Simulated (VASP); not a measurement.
Input of a VASP 6.6.1 run:

Contents of INCAR:

```
PREC = Accurate
ENCUT = 1340
EDIFF = 1E-6
ISMEAR = 0
SIGMA = 0.05
LREAL = False
LASPH = True
NELM = 120
ALGO = Normal
ISIF = 2
LWAVE = False
LCHARG = False
GGA = CA
NBANDS = 25
GGA_COMPAT = False
```

The input KPOINTS:

```
regular mesh
0
Gamma
  6 6 10
```

The input POSCAR:

```
SiO2
1.0
    4.0065996114      0.0000000000      0.0000000000
    0.0000000000      4.0065996114      0.0000000000
    0.0000000000      0.0000000000      2.8623147624
Si O
2 4
Direct
    0.5000000000      0.5000000000      0.5000000000
    0.0000000000      0.0000000000      0.0000000000
    0.6944252994      0.6944252994      0.0000000000
    0.1944252994      0.8055747006      0.5000000000
    0.3055747006      0.3055747006      0.0000000000
    0.8055747006      0.1944252994      0.5000000000
```

Potentials or basis: VASP PAW LDA potentials, release 64 (Si, O_h).

Launch:

```bash
$ cat potpaw_LDA.64/Si/POTCAR potpaw_LDA.64/O_h/POTCAR > POTCAR
$ mpirun -np 1 vasp_std > vasp.out
```

(1) What does it give for the pressure?

(2) Estimate the band gap on the k mesh.

(3) What does it give for the largest force?

Results:

(1) -1.6 GPa.

(2) 5.13 eV.

(3) 0.514 eV/Å.

Caveat: the stress differs along the axes, from -32 to 14 GPa.
